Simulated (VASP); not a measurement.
# TiAl3 (F-43m) in VASP: further runs

The runs below take TiAl3 through single point, relaxation of cell and atoms, with PBE.

Program: VASP 6.6.1. These are calculated values, not measurements. Logs are shortened: lines on timing, memory, paths and dates and some standing lists are left out, and cuts for length are marked.

**1. The cell of the first run**

It takes space group F-43m (No. 216, cubic). The conventional cell has a = 8.784 Å, b = 8.784 Å, c = 8.784 Å, α = 90.00°, β = 90.00°, γ = 90.00°. Within 4.1 Å of Ti (site symmetry -43m) lie 12 Al at 3.12 Å and 4 Ti at 3.80 Å. Ti (site symmetry -43m) has 6 Al at 2.48 Å within 3.3 Å. Al (site symmetry 2mm) has 3 Ti at 2.48 to 3.12 Å and 4 Al at 2.70 Å within 3.3 Å.

**2. Single point, PBE**

Input file INCAR:

```
PREC     = Accurate       # precision mode
ENCUT    = 520            # plane-wave cutoff, eV
EDIFF    = 1E-6           # SCF threshold, eV
ISMEAR   = 0              # smearing method
SIGMA    = 0.2            # smearing width, eV
LREAL    = False          # projectors in reciprocal space
LASPH    = True           # aspherical terms in the spheres
NELM     = 60             # most SCF steps
ALGO     = Normal         # electronic algorithm
ISIF     = 2              # what is computed and relaxed
LWAVE    = False          # write WAVECAR
LCHARG   = True           # write CHGCAR
GGA      = PE             # functional
LELF     = True           # ELF
LVHAR    = True         
NBANDS   = 31             # bands
```

Input file KPOINTS:

```
Automatic mesh
0
Gamma
  4 4 4
```

Input file POSCAR:

```
TiAl3
1.0
    0.0000000000      4.3919277566      4.3919277566
    4.3919277566      0.0000000000      4.3919277566
    4.3919277566      4.3919277566      0.0000000000
Ti Al
2 6
Direct
    0.7500000000      0.7500000000      0.7500000000
    0.0000000000      0.0000000000      0.0000000000
    0.7173699801      0.2826300199      0.2826300199
    0.2826300199      0.7173699801      0.7173699801
    0.2826300199      0.7173699801      0.2826300199
    0.7173699801      0.2826300199      0.7173699801
    0.2826300199      0.2826300199      0.7173699801
    0.7173699801      0.7173699801      0.2826300199
```

Potentials or basis: VASP PAW PBE potentials, release 64 (Ti_sv, Al).

Command:

```sh
$ cat potpaw_PBE.64/Ti_sv/POTCAR potpaw_PBE.64/Al/POTCAR > POTCAR
$ mpirun -np 1 vasp_std > vasp.out
```

OUTCAR:

```text
PREC = Accurate
   ENCUT = 520
   EDIFF = 1E-6
   ISMEAR = 0
   LREAL = False
   LASPH = True
   NELM = 60
   ISIF = 2
   GGA = PE

 ion  position               nearest neighbor table
   1  0.750  0.750  0.750-   4 3.12   5 3.12   7 3.12   3 3.12   6 3.12   7 3.12   3 3.12   5 3.12
                             8 3.12   4 3.12   6 3.12   8 3.12
   2  0.000  0.000  0.000-   3 2.48   4 2.48   5 2.48   6 2.48   7 2.48   8 2.48
   3  0.717  0.283  0.283-   2 2.48   5 2.70   6 2.70   7 2.70   8 2.70   1 3.12   1 3.12
   4  0.283  0.717  0.717-   2 2.48   5 2.70   6 2.70   7 2.70   8 2.70   1 3.12   1 3.12
   5  0.283  0.717  0.283-   2 2.48   3 2.70   4 2.70   7 2.70   8 2.70   1 3.12   1 3.12
   6  0.717  0.283  0.717-   2 2.48   3 2.70   4 2.70   7 2.70   8 2.70   1 3.12   1 3.12
   7  0.283  0.283  0.717-   2 2.48   3 2.70   4 2.70   5 2.70   6 2.70   1 3.12   1 3.12
   8  0.717  0.717  0.283-   2 2.48   3 2.70   4 2.70   5 2.70   6 2.70   1 3.12   1 3.12

  LATTYP: Found a face centered cubic cell.
 ALAT       =     8.7838555132

  Lattice vectors:

 A1 = (   0.0000000000,   4.3919277566,   4.3919277566)
 A2 = (   4.3919277566,   0.0000000000,   4.3919277566)
 A3 = (   4.3919277566,   4.3919277566,   0.0000000000)

Analysis of symmetry for initial positions (statically):
=====================================================================
 Subroutine PRICEL returns:
 Original cell was already a primitive cell.

 Routine SETGRP: Setting up the symmetry group for a
 face centered cubic supercell.

 Subroutine GETGRP returns: Found 24 space group operations
 (whereof 24 operations were pure point group operations)
 out of a pool of 48 trial point group operations.

The static configuration has the point symmetry T_d .

Analysis of symmetry for dynamics (positions and initial velocities):
=====================================================================
 Subroutine PRICEL returns:
 Original cell was already a primitive cell.

 Routine SETGRP: Setting up the symmetry group for a
 face centered cubic supercell.

 Subroutine GETGRP returns: Found 24 space group operations
 (whereof 24 operations were pure point group operations)
 out of a pool of 48 trial point group operations.

The dynamic configuration has the point symmetry T_d .

 Subroutine INISYM returns: Found 24 space group operations
 (whereof 24 operations are pure point group operations),
 and found     1 'primitive' translations

----------------------------------------------------------------------------------------

                                     Primitive cell

  volume of cell :     169.4320

  direct lattice vectors                    reciprocal lattice vectors
     0.000000000  4.391927757  4.391927757    -0.113845224  0.113845224  0.113845224
     4.391927757  0.000000000  4.391927757     0.113845224 -0.113845224  0.113845224
     4.391927757  4.391927757  0.000000000     0.113845224  0.113845224 -0.113845224

  length of vectors
     6.211123798  6.211123798  6.211123798     0.197185712  0.197185712  0.197185712

  position of ions in fractional coordinates (direct lattice)
     0.750000000  0.750000000  0.750000000
     0.000000000  0.000000000  0.000000000
     0.717369980  0.282630020  0.282630020
     0.282630020  0.717369980  0.717369980
     0.282630020  0.717369980  0.282630020
     0.717369980  0.282630020  0.717369980
     0.282630020  0.282630020  0.717369980
     0.717369980  0.717369980  0.282630020

  ion indices of the primitive-cell ions
   primitive index   ion index
                 1           1
                 2           2
                 3           3
                 4           4
                 5           5
                 6           6
                 7           7
                 8           8

----------------------------------------------------------------------------------------

 KPOINTS: Automatic mesh

Automatic generation of k-mesh.
 Grid dimensions read from file:
 generate k-points for:    4    4    4

 Generating k-lattice:

  Cartesian coordinates                     Fractional coordinates (reciprocal lattice)
    -0.028461306  0.028461306  0.028461306     0.250000000  0.000000000  0.000000000
     0.028461306 -0.028461306  0.028461306     0.000000000  0.250000000  0.000000000
     0.028461306  0.028461306 -0.028461306     0.000000000  0.000000000  0.250000000

  Length of vectors
     0.049296428  0.049296428  0.049296428

  Shift w.r.t. Gamma in fractional coordinates (k-lattice)
     0.000000000  0.000000000  0.000000000

 Subroutine IBZKPT returns following result:
 ===========================================

 Found      8 irreducible k-points:

 Following reciprocal coordinates:
            Coordinates               Weight
  0.000000  0.000000  0.000000      1.000000
  0.250000  0.000000  0.000000      8.000000
  0.500000  0.000000  0.000000      4.000000
  0.250000  0.250000  0.000000      6.000000
  0.500000  0.250000  0.000000     24.000000
 -0.250000  0.250000  0.000000     12.000000
  0.500000  0.500000  0.000000      3.000000
 -0.250000  0.500000  0.250000      6.000000
   k-points           NKPTS =      8   k-points in BZ     NKDIM =      8   number of bands    NBANDS=     31
   number of dos      NEDOS =    301   number of ions     NIONS =      8
   total plane-waves  NPLWV = 110592
   dimension x,y,z NGX =    48 NGY =   48 NGZ =   48
   dimension x,y,z NGXF=    96 NGYF=   96 NGZF=   96
   ions per type =               2   6
   NGX,Y,Z   is equivalent  to a cutoff of  12.85, 12.85, 12.85 a.u.
   NGXF,Y,Z  is equivalent  to a cutoff of  25.70, 25.70, 25.70 a.u.
 SYSTEM =  unknown system
   PREC   = accura    normal or accurate (medium, high low for compatibility)
   ISTART =      0    job   : 0-new  1-cont  2-samecut
   ICHARG =      2    charge: 1-file 2-atom 10-const
   ISPIN  =      1    spin polarized calculation?
   LNONCOLLINEAR =      F non collinear calculations
   LSORBIT =      F    spin-orbit coupling
   LASPH  =      T    aspherical Exc in radial PAW
   ENCUT  =  520.0 eV  38.22 Ry    6.18 a.u.  11.55 11.55 11.55*2*pi/ulx,y,z
   NELM   =     60;   NELMIN=  2; NELMDL= -5     # of ELM steps
   EDIFF  = 0.1E-05   stopping-criterion for ELM
   LREAL  =      F    real-space projection
   EDIFFG = 0.1E-04   stopping-criterion for IOM
   NSW    =      0    number of steps for IOM
   IBRION =     -1    ionic relax: 0-MD 1-quasi-New 2-CG
   NFREE  =      0    steps in history (QN), initial steepest desc. (CG)
   ISIF   =      2    stress and relaxation
   ISYM   =      2    0-nonsym 1-usesym 2-fastsym
   POTIM  = 0.5000    time-step for ionic-motion
   TEBEG  =    0.0;   TEEND  =   0.0 temperature during run
   PSTRESS=    0.0 pullay stress
   NELECT =      42.0000    total number of electrons
   NUPDOWN=      -1.0000    fix difference up-down
   EMIN   =  10.00;   EMAX   =-10.00  energy-range for DOS
   EFERMI =   0.00;   METHOD = LEGACY
   ISMEAR =     0;   SIGMA  =   0.20  broadening in eV -4-tet -1-fermi 0-gaus
   EFERMI_NEDOS =   21; number of points for ismear=-14 and -15
   IALGO  =     38    algorithm
   IMIX   =      4    mixing-type and parameters
     AMIX     =   0.40;   BMIX     =  1.00
     AMIX_MAG =   1.60;   BMIX_MAG =  1.00
  volume/ion in A,a.u.               =      21.18       142.92
  Fermi-wavevector in a.u.,A,eV,Ry     =   1.028394  1.943382 14.389435  1.057594
  Thomas-Fermi vector in A             =   2.162388
   LORBIT       =      0    0 simple, 1 ext, 2 COOP (PROOUT), +10 PAW based schemes
   GGA     = PE    functional components
   LHFCALC =     F    Hartree Fock is set to
   AEXX    =    0.0000 exact exchange contribution
   IVDW    =     0    specifies the selected vdW correction
   LEPSILON=     F    determine dielectric tensor
   LRPA    =     F    only Hartree local field effects (RPA)
 non-spin polarized calculation
 Gauss-broadening in eV      SIGMA  =   0.20
  energy-cutoff  :      520.00
  volume of cell :      169.43
 maximum number of plane-waves:      4584
 NGX is ok and might be reduce to    48
   NGX = 23   NGY = 23   NGZ = 23

 number of electron      41.9999990 magnetization

 Free energy of the ion-electron system (eV)
  ---------------------------------------------------
  ext. energy  EPLUGINS =         0.00000000
  ---------------------------------------------------
  free energy    TOTEN  =       -35.14269972 eV

  energy without entropy =      -35.02421465  energy(sigma->0) =      -35.08345718

 E-fermi :   5.2800     XC(G=0):  -9.3835

 val. band max:        5.2768148055   @ k =   0.5000   0.0000   0.0000
 cond. band min:       5.3187425686   @ k =  -0.2500   0.5000   0.2500
 fundamental gap:      0.0419277631
 Fermi energy:         5.2799621714

 k-point     1 :       0.0000    0.0000    0.0000
  band No.  band energies     occupation
      1     -52.4414      2.00000
      2     -50.7078      2.00000
      3     -28.6631      2.00000
      4     -28.6631      2.00000
      5     -28.6631      2.00000
      6     -27.0618      2.00000
[... 23 lines left out ...]
     30       7.3946      0.00000
     31       8.0581      0.00000

 k-point     2 :       0.2500    0.0000    0.0000
  band No.  band energies     occupation
      1     -52.4414      2.00000
      2     -50.7078      2.00000
      3     -28.6631      2.00000
      4     -28.6631      2.00000
      5     -28.6631      2.00000
      6     -27.0619      2.00000
[... 23 lines left out ...]
     30       7.8805      0.00000
     31       8.9201      0.00000

 k-point     3 :       0.5000    0.0000    0.0000
  band No.  band energies     occupation
      1     -52.4414      2.00000
      2     -50.7078      2.00000
      3     -28.6632      2.00000
      4     -28.6631      2.00000
      5     -28.6631      2.00000
      6     -27.0619      2.00000
[... 159 lines left out ...]
     30       8.1310      0.00000
     31       8.5620      0.00000

 k-point     8 :      -0.2500    0.5000    0.2500
  band No.  band energies     occupation
      1     -52.4414      2.00000
      2     -50.7078      2.00000
      3     -28.6632      2.00000
      4     -28.6631      2.00000
      5     -28.6631      2.00000
      6     -27.0619      2.00000
[... 23 lines left out ...]
     30       8.2530      0.00000
     31       8.6010      0.00000

------------------------ aborting loop because EDIFF is reached ----------------------------------------

  FORCE on cell =-STRESS in cart. coord.  units (eV):
  Direction    XX          YY          ZZ          XY          YZ          ZX
  --------------------------------------------------------------------------------------
  -------------------------------------------------------------------------------------
  Total        0.4183756      0.4183756      0.4183756     -0.0000000      0.0000000      0.0000000
  in kB        3.9562286      3.9562286      3.9562286     -0.0000000      0.0000000      0.0000000
  external PRESSURE =       3.9562286 kB  Pullay stress =       0.0000000 kB

 VOLUME and BASIS-vectors are now :
 -----------------------------------------------------------------------------
  energy-cutoff  :      520.00
  volume of cell :      169.43
      direct lattice vectors                 reciprocal lattice vectors
     0.000000000  4.391927757  4.391927757    -0.113845224  0.113845224  0.113845224
     4.391927757  0.000000000  4.391927757     0.113845224 -0.113845224  0.113845224
     4.391927757  4.391927757  0.000000000     0.113845224  0.113845224 -0.113845224

 POSITION                                       TOTAL-FORCE (eV/Angst)
 -----------------------------------------------------------------------------------
      6.58789      6.58789      6.58789         0.000000      0.000000      0.000000
      0.00000      0.00000      0.00000         0.000000      0.000000      0.000000
      2.48258      4.39193      4.39193         0.020909      0.000000      0.000000
      6.30127      4.39193      4.39193        -0.020909      0.000000      0.000000
      4.39193      2.48258      4.39193         0.000000      0.020909      0.000000
      4.39193      6.30127      4.39193         0.000000     -0.020909      0.000000
      4.39193      4.39193      2.48258         0.000000      0.000000      0.020909
      4.39193      4.39193      6.30127         0.000000      0.000000     -0.020909
 -----------------------------------------------------------------------------------
    total drift:                               -0.000000     -0.000000      0.000000

  FREE ENERGIE OF THE ION-ELECTRON SYSTEM (eV)
  ---------------------------------------------------
  free  energy   TOTEN  =       -35.1426997202 eV

  energy  without entropy=      -35.0242146471  energy(sigma->0) =      -35.08345718
```

It took 30 s on 1 thread of Intel Xeon 6975P-C (Granite Rapids), shared host; peak memory 0.32 GiB.

What came out:

```
Free energy            : -35.1427 eV
Pressure               : 0.4 GPa
Largest force          : 0.021 eV/Å
Band gap on the k mesh : zero (band 21 reaches 5.37 eV, above the bottom of band 22 at 5.28 eV)
```

Forces on the atoms (eV/Å):
```
Ti   0.000  0.000  0.000
Ti   0.000  0.000  0.000
Al   0.021  0.000  0.000
Al  -0.021  0.000  0.000
Al   0.000  0.021  0.000
Al   0.000 -0.021  0.000
Al   0.000  0.000  0.021
Al   0.000  0.000 -0.021
```

Levels at points of the mesh, in eV from the Fermi level:
```
           k point  band 18  band 19  band 20  band 21  band 22  band 23  band 24  band 25
(0.00, 0.00, 0.00)    -2.44    -0.90    -0.90    -0.90     0.58     0.58     0.78     0.78
(0.50, 0.00, 0.00)    -1.17    -0.51    -0.51     0.00     0.00     0.09     0.34     0.78
(0.50, 0.50, 0.00)    -1.15    -0.44     0.09     0.09     0.44     0.44     0.60     0.63
```

**3. Relaxation of cell and atoms, PBE**

This run uses another cell than the first one, of 15.72 Å³/atom, 0.742 times its volume.

Input file INCAR:

```
SYSTEM = TiAl3
ALGO     = Normal         ! electronic algorithm
EDIFF    = 1E-6           ! SCF threshold, eV
EDIFFG   = -0.08          ! ionic threshold
ENCUT    = 600            ! plane-wave cutoff, eV
GGA      = PE             ! functional
IBRION   = 2              ! ionic algorithm
ISIF     = 3              ! what is computed and relaxed
ISMEAR   = 0              ! smearing method
LASPH    = .True.         ! aspherical terms in the spheres
LCHARG   = .False.        ! write CHGCAR
LREAL    = .False.        ! projectors in reciprocal space
LWAVE    = .False.        ! write WAVECAR
NELM     = 60             ! most SCF steps
NSW      = 36             ! ionic steps
PREC     = Accurate       ! precision mode
SIGMA    = 0.2            ! smearing width, eV
```

Input file KPOINTS:

```
k-points
0
Gamma
  4 4 4
  0 0 0
```

Input file POSCAR:

```
TiAl3
1.0
    0.0000000000      3.9766279400      3.9766279400
    3.9766279400      0.0000000000      3.9766279400
    3.9766279400      3.9766279400      0.0000000000
Ti Al
2 6
Direct
    0.7500000000      0.7500000000      0.7500000000
    0.0000000000      0.0000000000      0.0000000000
    0.6982807300      0.3017192700      0.3017192700
    0.3017192700      0.6982807300      0.6982807300
    0.3017192700      0.6982807300      0.3017192700
    0.6982807300      0.3017192700      0.6982807300
    0.3017192700      0.3017192700      0.6982807300
    0.6982807300      0.6982807300      0.3017192700
```

Potentials or basis: VASP PAW PBE potentials, release 64 (Ti_sv, Al).

Command:

```sh
$ cat potpaw_PBE.64/Ti_sv/POTCAR potpaw_PBE.64/Al/POTCAR > POTCAR
$ mpirun -np 1 vasp_std > vasp.out
```

Run time: 7.7 min. Hardware: 1 thread of Intel Xeon Platinum 8375C at 2.90GHz (Ice Lake), shared host; peak memory 0.34 GiB.

The run converged. Its results:

- Free energy: -35.1384 eV
- Relaxed volume: 21.34 Å³/atom
- Relaxed cell: a = 6.227 Å, b = 6.227 Å, c = 6.227 Å, α = 60.00°, β = 60.00°, γ = 60.00°
- Space group after relaxing (to 0.05 Å): F-43m (No. 216)
- Energy gained by relaxing: 890.3 meV/atom
- Ionic steps: 9
- Pressure after relaxing: -0.1 GPa
- Largest force after relaxing: 0.026 eV/Å
- Band gap on the k mesh: zero (band 21 reaches 5.31 eV, above the bottom of band 22 at 5.21 eV)

Forces in eV/Å, atoms in the order of the input:
```
Ti   0.000  0.000  0.000
Ti   0.000  0.000  0.000
Al   0.026  0.000  0.000
Al  -0.026  0.000  0.000
Al   0.000  0.026  0.000
Al   0.000 -0.026  0.000
Al   0.000  0.000  0.026
Al   0.000  0.000 -0.026
```

Step by step:
| step | energy change (eV) | largest force (eV/Å) | pressure (GPa) | volume (Å³) |
| --- | --- | --- | --- | --- |
| 1 | 0.0000 | 7.2185 | 44.87 | 125.77 |
| 2 | -3.9554 | 1.1581 | -15.61 | 224.14 |
| 3 | -6.9505 | 0.8590 | -0.54 | 171.42 |
| 4 | -6.9984 | 0.7424 | 0.40 | 168.68 |
| 5 | -7.0248 | 0.5514 | 1.88 | 164.90 |
| 6 | -7.0232 | 0.5985 | 1.53 | 165.75 |
| 7 | -7.1026 | 0.3027 | -0.32 | 171.02 |
| 8 | -7.1075 | 0.2146 | -0.85 | 172.73 |
| 9 | -7.1227 | 0.0263 | -0.07 | 170.71 |

Final structure:
```
CELL_PARAMETERS angstrom
0.00000 4.40295 4.40295
4.40295 0.00000 4.40295
4.40295 4.40295 0.00000
ATOMIC_POSITIONS crystal
Ti 0.75000 0.75000 0.75000
Ti 0.00000 0.00000 0.00000
Al 0.71731 0.28269 0.28269
Al 0.28269 0.71731 0.71731
Al 0.28269 0.71731 0.28269
Al 0.71731 0.28269 0.71731
Al 0.28269 0.28269 0.71731
Al 0.71731 0.71731 0.28269
```

Levels at points of the mesh, in eV from the Fermi level:
```csv
k point,band 19,band 20,band 21,band 22,band 23,band 24
"(0.00, 0.00, 0.00)",-0.90,-0.90,-0.90,0.57,0.57,0.77
"(0.50, 0.00, 0.00)",-0.51,-0.51,0.00,0.00,0.09,0.34
"(0.50, 0.50, 0.00)",-0.43,0.09,0.09,0.44,0.44,0.60
```

Caveat: the volume moved by over 15 % at a fixed basis, so the end points are rough; the relaxation stopped at a loose force limit of 0.08 eV/Å, so its end isn't a converged minimum.
